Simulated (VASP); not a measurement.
# SnO2 in VASP: further runs

The runs below take SnO2 through single point, with LDA.

Program: VASP 6.6.1. These are calculated values, not measurements. Logs are shortened: lines on timing, memory, paths and dates and some standing lists are left out, and cuts for length are marked.

### Step 1. The cell of the first run

The typed cell holds 12 atoms: a = 5.699 Å, b = 5.699 Å, c = 5.699 Å, α = 111.96°, β = 108.24°, γ = 108.24°.

### Step 2. Single point, LDA

File INCAR:

```
SYSTEM = SnO2
PREC = Accurate ; ENCUT = 520
EDIFF = 1E-6 ; ISMEAR = 0
SIGMA = 0.1 ; LREAL = .False.
LASPH = .True. ; NELM = 60
ALGO = Normal ; ISIF = 2
LWAVE = .False. ; LCHARG = .False.
NBANDS = 64
```

File KPOINTS:

```
Automatic mesh
0
Gamma
  4 4 4
  0 0 0
```

File POSCAR:

```
SnO2
1.0
   -3.1888177537      3.3401552584      3.3401669595
    3.1888177537     -3.3401552584      3.3401669595
    3.1888177537      3.3401552584     -3.3401669595
Sn O
4 8
Direct
    0.9999017040      0.2499017040      0.7500000000
    0.0000982960      0.7500982960      0.2500000000
    0.5000000000      0.5000000000      0.5000000000
    0.5000000000      0.0000000000      0.0000000000
    0.1939186302      0.1939840959      0.5000654657
    0.6940269385      0.7501080391      0.9439188994
    0.1939186302      0.6938531645      0.9999345343
    0.3061891396      0.7501080391      0.5560811006
    0.6938108604      0.2498919609      0.4439188994
    0.3059730615      0.2498919609      0.0560811006
    0.8060813698      0.3061468355      0.0000654657
    0.8060813698      0.8060159041      0.4999345343
```

Potentials or basis: VASP PAW LDA potentials, release 64 (Sn_d, O).

Command:

```bash
$ cat potpaw_LDA.64/Sn_d/POTCAR potpaw_LDA.64/O/POTCAR > POTCAR
$ mpirun -np 1 vasp_std > vasp.out
```

OUTCAR:

```text
SYSTEM = SnO2
   PREC = Accurate
   ENCUT = 520
   EDIFF = 1E-6
   ISMEAR = 0
   LREAL = .False.
   LASPH = .True.
   NELM = 60
   ISIF = 2

 ion  position               nearest neighbor table
   1  1.000  0.250  0.750-   9 2.04  10 2.04  12 2.05  11 2.05   7 2.05   5 2.05   2 3.19   2 3.19
                             4 3.70   3 3.70   4 3.70   3 3.70   4 3.70   3 3.70   3 3.70   4 3.70
   2  0.000  0.750  0.250-   8 2.04   6 2.04   5 2.05   7 2.05  11 2.05  12 2.05   1 3.19   1 3.19
                             4 3.70   3 3.70   4 3.70   3 3.70   4 3.70   3 3.70   3 3.70   4 3.70
   3  0.500  0.500  0.500-   5 2.04  12 2.04  10 2.05   6 2.05   8 2.05   9 2.05   4 3.19   4 3.19
                             2 3.70   1 3.70   2 3.70   1 3.70   2 3.70   1 3.70   1 3.70   2 3.70
   4  0.500  0.000  0.000-   7 2.04  11 2.04   9 2.05   8 2.05  10 2.05   6 2.05   3 3.19   3 3.19
                             1 3.70   2 3.70   2 3.70   2 3.70   1 3.70   1 3.70   2 3.70   1 3.70
   5  0.194  0.194  0.500-   3 2.04   2 2.05   1 2.05
   6  0.694  0.750  0.944-   2 2.04   3 2.05   4 2.05
   7  0.194  0.694  1.000-   4 2.04   2 2.05   1 2.05
   8  0.306  0.750  0.556-   2 2.04   4 2.05   3 2.05
   9  0.694  0.250  0.444-   1 2.04   4 2.05   3 2.05
  10  0.306  0.250  0.056-   1 2.04   3 2.05   4 2.05
  11  0.806  0.306  0.000-   4 2.04   1 2.05   2 2.05
  12  0.806  0.806  0.500-   3 2.04   1 2.05   2 2.05

  LATTYP: Found a body centered tetragonal cell.
 ALAT       =     6.6803105168
 C/A-ratio  =     0.9546914760

  Lattice vectors:

 A1 = (  -3.1888177537,   3.3401552584,  -3.3401669595)
 A2 = (  -3.1888177537,  -3.3401552584,   3.3401669595)
 A3 = (   3.1888177537,   3.3401552584,   3.3401669595)

Analysis of symmetry for initial positions (statically):
=====================================================================
 Subroutine PRICEL returns:
 Original cell was already a primitive cell.

 Routine SETGRP: Setting up the symmetry group for a
 body centered tetragonal supercell.

 Subroutine GETGRP returns: Found  8 space group operations
 (whereof  4 operations were pure point group operations)
 out of a pool of 16 trial point group operations.

The static configuration has the point symmetry C_2h.
 The point group associated with its full space group is D_2h.

Analysis of symmetry for dynamics (positions and initial velocities):
=====================================================================
 Subroutine PRICEL returns:
 Original cell was already a primitive cell.

 Routine SETGRP: Setting up the symmetry group for a
 body centered tetragonal supercell.

 Subroutine GETGRP returns: Found  8 space group operations
 (whereof  4 operations were pure point group operations)
 out of a pool of 16 trial point group operations.

The dynamic configuration has the point symmetry C_2h.
 The point group associated with its full space group is D_2h.

 Subroutine INISYM returns: Found  8 space group operations
 (whereof  4 operations are pure point group operations),
 and found     1 'primitive' translations

----------------------------------------------------------------------------------------

                                     Primitive cell

  volume of cell :     142.3064

  direct lattice vectors                    reciprocal lattice vectors
    -3.188817754  3.340155258  3.340166959     0.000000000  0.149693640  0.149693116
     3.188817754 -3.340155258  3.340166959     0.156797923  0.000000000  0.149693116
     3.188817754  3.340155258 -3.340166959     0.156797923  0.149693640  0.000000000

  length of vectors
     5.699290406  5.699290406  5.699290406     0.211698406  0.216780113  0.216780476

  position of ions in fractional coordinates (direct lattice)
     0.999901704  0.249901704  0.750000000
     0.000098296  0.750098296  0.250000000
     0.500000000  0.500000000  0.500000000
     0.500000000  0.000000000  0.000000000
     0.193918630  0.193984096  0.500065466
     0.694026939  0.750108039  0.943918899
     0.193918630  0.693853164  0.999934534
     0.306189140  0.750108039  0.556081101
     0.693810860  0.249891961  0.443918899
     0.305973061  0.249891961  0.056081101
     0.806081370  0.306146836  0.000065466
     0.806081370  0.806015904  0.499934534

  ion indices of the primitive-cell ions
   primitive index   ion index
                 1           1
                 2           2
                 3           3
                 4           4
                 5           5
                 6           6
                 7           7
                 8           8
                 9           9
                10          10
                11          11
                12          12

----------------------------------------------------------------------------------------

 KPOINTS: Automatic mesh

Automatic generation of k-mesh.
 Grid dimensions read from file:
 generate k-points for:    4    4    4

 Generating k-lattice:

  Cartesian coordinates                     Fractional coordinates (reciprocal lattice)
     0.000000000  0.037423410  0.037423279     0.250000000  0.000000000  0.000000000
     0.039199481  0.000000000  0.037423279     0.000000000  0.250000000  0.000000000
     0.039199481  0.037423410  0.000000000     0.000000000  0.000000000  0.250000000

  Length of vectors
     0.052924601  0.054195028  0.054195119

  Shift w.r.t. Gamma in fractional coordinates (k-lattice)
     0.000000000  0.000000000  0.000000000

 Subroutine IBZKPT returns following result:
 ===========================================

 Found     18 irreducible k-points:

 Following reciprocal coordinates:
            Coordinates               Weight
  0.000000  0.000000  0.000000      1.000000
  0.250000 -0.000000  0.000000      4.000000
  0.500000 -0.000000  0.000000      2.000000
 -0.000000  0.250000  0.000000      4.000000
 -0.250000  0.250000  0.000000      4.000000
  0.250000  0.250000  0.000000      8.000000
[... 10 lines left out ...]
  0.500000 -0.250000  0.250000      4.000000
  0.500000  0.500000  0.500000      1.000000
   k-points           NKPTS =     18   k-points in BZ     NKDIM =     18   number of bands    NBANDS=     64
   number of dos      NEDOS =    301   number of ions     NIONS =     12
   total plane-waves  NPLWV =  74088
   dimension x,y,z NGX =    42 NGY =   42 NGZ =   42
   dimension x,y,z NGXF=    84 NGYF=   84 NGZF=   84
   ions per type =               4   8
   NGX,Y,Z   is equivalent  to a cutoff of  12.25, 12.25, 12.25 a.u.
   NGXF,Y,Z  is equivalent  to a cutoff of  24.50, 24.50, 24.50 a.u.
 SYSTEM =  SnO2
   PREC   = accura    normal or accurate (medium, high low for compatibility)
   ISTART =      0    job   : 0-new  1-cont  2-samecut
   ICHARG =      2    charge: 1-file 2-atom 10-const
   ISPIN  =      1    spin polarized calculation?
   LNONCOLLINEAR =      F non collinear calculations
   LSORBIT =      F    spin-orbit coupling
   LASPH  =      T    aspherical Exc in radial PAW
   ENCUT  =  520.0 eV  38.22 Ry    6.18 a.u.  10.60 10.60 10.60*2*pi/ulx,y,z
   NELM   =     60;   NELMIN=  2; NELMDL= -5     # of ELM steps
   EDIFF  = 0.1E-05   stopping-criterion for ELM
   LREAL  =      F    real-space projection
   EDIFFG = 0.1E-04   stopping-criterion for IOM
   NSW    =      0    number of steps for IOM
   IBRION =     -1    ionic relax: 0-MD 1-quasi-New 2-CG
   NFREE  =      0    steps in history (QN), initial steepest desc. (CG)
   ISIF   =      2    stress and relaxation
   ISYM   =      2    0-nonsym 1-usesym 2-fastsym
   POTIM  = 0.5000    time-step for ionic-motion
   TEBEG  =    0.0;   TEEND  =   0.0 temperature during run
   PSTRESS=    0.0 pullay stress
   NELECT =     104.0000    total number of electrons
   NUPDOWN=      -1.0000    fix difference up-down
   EMIN   =  10.00;   EMAX   =-10.00  energy-range for DOS
   EFERMI =   0.00;   METHOD = LEGACY
   ISMEAR =     0;   SIGMA  =   0.10  broadening in eV -4-tet -1-fermi 0-gaus
   EFERMI_NEDOS =   21; number of points for ismear=-14 and -15
   IALGO  =     38    algorithm
   IMIX   =      4    mixing-type and parameters
     AMIX     =   0.40;   BMIX     =  1.00
     AMIX_MAG =   1.60;   BMIX_MAG =  1.00
  volume/ion in A,a.u.               =      11.86        80.03
  Fermi-wavevector in a.u.,A,eV,Ry     =   1.474612  2.786613 29.585605  2.174481
  Thomas-Fermi vector in A             =   2.589362
   LORBIT       =      0    0 simple, 1 ext, 2 COOP (PROOUT), +10 PAW based schemes
   GGA     = CA    functional components
   LHFCALC =     F    Hartree Fock is set to
   AEXX    =    0.0000 exact exchange contribution
   IVDW    =     0    specifies the selected vdW correction
   LEPSILON=     F    determine dielectric tensor
   LRPA    =     F    only Hartree local field effects (RPA)
 non-spin polarized calculation
 Gauss-broadening in eV      SIGMA  =   0.10
  energy-cutoff  :      520.00
  volume of cell :      142.31
 maximum number of plane-waves:      3875
   NGX = 21   NGY = 21   NGZ = 21

 number of electron     104.0000002 magnetization

 Free energy of the ion-electron system (eV)
  ---------------------------------------------------
  ext. energy  EPLUGINS =         0.00000000
  ---------------------------------------------------
  free energy    TOTEN  =       -84.55869703 eV

  energy without entropy =      -84.55869703  energy(sigma->0) =      -84.55869703

 E-fermi :   6.3621     XC(G=0): -11.8303

 val. band max:        5.9336811023   @ k =   0.0000   0.0000   0.0000
 cond. band min:       7.1314146638   @ k =   0.0000   0.0000   0.0000
 fundamental gap:      1.1977335615
 Fermi energy:         6.3620671557

 k-point     1 :       0.0000    0.0000    0.0000
  band No.  band energies     occupation
      1     -15.0849      2.00000
      2     -14.8187      2.00000
      3     -14.8187      2.00000
      4     -14.3549      2.00000
      5     -14.3549      2.00000
      6     -14.3065      2.00000
[... 56 lines left out ...]
     63      16.7085      0.00000
     64      16.7128      0.00000

 k-point     2 :       0.2500   -0.0000    0.0000
  band No.  band energies     occupation
      1     -14.9894      2.00000
      2     -14.9271      2.00000
      3     -14.9271      2.00000
      4     -14.4219      2.00000
      5     -14.1767      2.00000
      6     -14.1767      2.00000
[... 56 lines left out ...]
     63      16.6036      0.00000
     64      16.7919      0.00000

 k-point     3 :       0.5000   -0.0000    0.0000
  band No.  band energies     occupation
      1     -15.0003      2.00000
      2     -15.0002      2.00000
      3     -14.7279      2.00000
      4     -14.7279      2.00000
      5     -14.0319      2.00000
      6     -14.0319      2.00000
[... 994 lines left out ...]
     63      16.6898      0.00000
     64      16.6901      0.00000

 k-point    18 :       0.5000    0.5000    0.5000
  band No.  band energies     occupation
      1     -14.8246      2.00000
      2     -14.8246      2.00000
      3     -14.8037      2.00000
      4     -14.8036      2.00000
      5     -14.3369      2.00000
      6     -14.3369      2.00000
[... 56 lines left out ...]
     63      16.7558      0.00000
     64      16.7617      0.00000

------------------------ aborting loop because EDIFF is reached ----------------------------------------

  FORCE on cell =-STRESS in cart. coord.  units (eV):
  Direction    XX          YY          ZZ          XY          YZ          ZX
  --------------------------------------------------------------------------------------
  -------------------------------------------------------------------------------------
  Total        1.3256199      0.7652637      0.7642125      0.0000000      0.0000000      0.0000000
  in kB       14.9246814      8.6158311      8.6039965      0.0000000      0.0000000      0.0000000
  external PRESSURE =      10.7148363 kB  Pullay stress =       0.0000000 kB

 VOLUME and BASIS-vectors are now :
 -----------------------------------------------------------------------------
  energy-cutoff  :      520.00
  volume of cell :      142.31
      direct lattice vectors                 reciprocal lattice vectors
    -3.188817754  3.340155258  3.340166959     0.000000000  0.149693640  0.149693116
     3.188817754 -3.340155258  3.340166959     0.156797923  0.000000000  0.149693116
     3.188817754  3.340155258 -3.340166959     0.156797923  0.149693640  0.000000000

 POSITION                                       TOTAL-FORCE (eV/Angst)
 -----------------------------------------------------------------------------------
      0.00000      5.01023      1.66943         0.000000     -0.000000      0.002347
      3.18882     -1.67008      1.67074        -0.000000     -0.000000     -0.002347
      1.59441      1.67008      1.67008         0.000000     -0.000000     -0.000000
     -1.59441      1.67008      1.67008         0.000000     -0.000000     -0.000000
      1.59483      1.67008     -0.37464         0.000287     -0.000000      0.025836
      3.18882      2.96552      1.67081         0.000000      0.025733     -0.000913
      4.78281      1.67008     -0.37464        -0.000287     -0.000000      0.025836
      3.18882      0.37464      1.67081         0.000000     -0.025733     -0.000913
     -0.00000      2.96552      1.66936        -0.000000      0.025733      0.000913
      0.00000      0.37464      1.66936        -0.000000     -0.025733      0.000913
     -1.59399      1.67008      3.71481         0.000287     -0.000000     -0.025836
      1.59399      1.67008      3.71481        -0.000287     -0.000000     -0.025836
 -----------------------------------------------------------------------------------
    total drift:                                0.000000      0.000000      0.000000

  FREE ENERGIE OF THE ION-ELECTRON SYSTEM (eV)
  ---------------------------------------------------
  free  energy   TOTEN  =       -84.5586970319 eV

  energy  without entropy=      -84.5586970319  energy(sigma->0) =      -84.55869703
```

It took 2.5 min on 1 thread of Intel Xeon 6975P-C, shared host; peak memory 0.27 GiB.

What came out:

```
Free energy            : -84.5587 eV
Pressure               : 1.1 GPa
Largest force          : 0.026 eV/Å
Band gap on the k mesh : 1.20 eV
```

Forces on the atoms (eV/Å):
```
Sn   0.000  0.000  0.002
Sn   0.000  0.000 -0.002
Sn   0.000  0.000  0.000
Sn   0.000  0.000  0.000
O    0.000  0.000  0.026
O    0.000  0.026 -0.001
O    0.000  0.000  0.026
O    0.000 -0.026 -0.001
O    0.000  0.026  0.001
O    0.000 -0.026  0.001
O    0.000  0.000 -0.026
O    0.000  0.000 -0.026
```

Stress tensor (GPa, compression positive):
```
1.49 0.00 0.00
0.00 0.86 0.00
0.00 0.00 0.86
```

Caveat: spin-orbit coupling is left out, which moves the levels of the heavy elements.

### Step 3. Single point, LDA (biaxial strain in the a-b plane: +2.0 %)

File INCAR:

```
  ALGO = Normal
  EDIFF = 1E-6
  ENCUT = 520
  ISIF = 2
  ISMEAR = 0
  LASPH = True
  LCHARG = False
  LREAL = False
  LWAVE = False
  NBANDS = 64
  NELM = 80
  PREC = Accurate
  SIGMA = 0.02
```

File KPOINTS:

```
k-points
0
Gamma
  6 6 6
```

File POSCAR:

```
SnO2
1.0
   -3.2542324837      3.4060067009      3.4060070608
    3.2542324837     -3.4060067009      3.4060070608
    3.1474882932      3.3040191116     -3.4060070608
Sn O
4 8
Direct
    0.9999954888      0.2499954888      0.7500000000
    0.0000045112      0.7500045112      0.2500000000
    0.5000000000      0.5000000000      0.5000000000
    0.5000000000      0.0000000000      0.0000000000
    0.1938981984      0.1939012556      0.5000037273
    0.6937895825      0.7515803500      0.9453598386
    0.1938975284      0.6938944711      0.9999962727
    0.3062205115      0.7484297440      0.5546401614
    0.6937794885      0.2515702560      0.4453598386
    0.3062104175      0.2484196500      0.0546401614
    0.8061024716      0.3061055289      0.0000037273
    0.8061018016      0.8060987444      0.4999962727
```

Potentials or basis: VASP PAW LDA potentials, release 64 (Sn_d, O).

Command:

```bash
$ cat potpaw_LDA.64/Sn_d/POTCAR potpaw_LDA.64/O/POTCAR > POTCAR
$ mpirun -np 1 vasp_std > vasp.out
```

Wall time 6.8 min (1 thread of Intel Xeon 6975P-C (Granite Rapids), shared host); peak memory 0.54 GiB.

It converged, with:

```yaml
Free_energy: -84.4575 eV
Pressure: -4.1 GPa
Largest_force: 0.115 eV/Å
Band_gap_on_the_k_mesh: 0.90 eV
```

Forces in eV/Å, atoms in the order of the input:
```
Sn   0.000  0.000  0.000
Sn   0.000  0.000  0.000
Sn   0.000  0.000  0.000
Sn   0.000  0.000  0.000
O    0.000  0.000 -0.015
O    0.107 -0.040  0.000
O    0.000  0.000 -0.015
O   -0.107  0.040  0.000
O    0.107 -0.040  0.000
O   -0.107  0.040  0.000
O    0.000  0.000  0.015
O    0.000  0.000  0.015
```

Stress tensor (GPa, compression positive):
```
-3.59  3.15  0.00
 3.15 -1.49  0.00
 0.00  0.00 -7.32
```

Levels at points of the mesh, in eV from the valence-band top:
| k point | band 49 | band 50 | band 51 | band 52 | band 53 | band 54 | band 55 | band 56 |
| --- | --- | --- | --- | --- | --- | --- | --- | --- |
| (0.00, 0.00, 0.00) | -0.84 | -0.75 | -0.72 | 0.00 | 0.90 | 4.40 | 4.47 | 5.78 |
| (0.50, 0.00, 0.00) | -0.83 | -0.71 | -0.65 | -0.64 | 4.01 | 4.10 | 5.97 | 6.06 |
| (0.00, 0.50, 0.00) | -0.78 | -0.78 | -0.53 | -0.53 | 4.20 | 4.20 | 5.74 | 5.74 |
| (0.50, 0.50, 0.00) | -0.91 | -0.91 | -0.44 | -0.44 | 4.17 | 4.17 | 5.83 | 5.83 |
| (0.00, 0.00, 0.50) | -0.96 | -0.96 | -0.57 | -0.57 | 4.20 | 4.20 | 5.79 | 5.79 |
| (0.50, 0.50, 0.50) | -1.29 | -1.15 | -1.00 | -0.83 | 4.41 | 4.50 | 5.74 | 5.76 |

Caveat: the cell differs from its parent crystal (biaxial strain in the a-b plane: +2.0 %); spin-orbit coupling is left out, which moves the levels of the heavy elements.
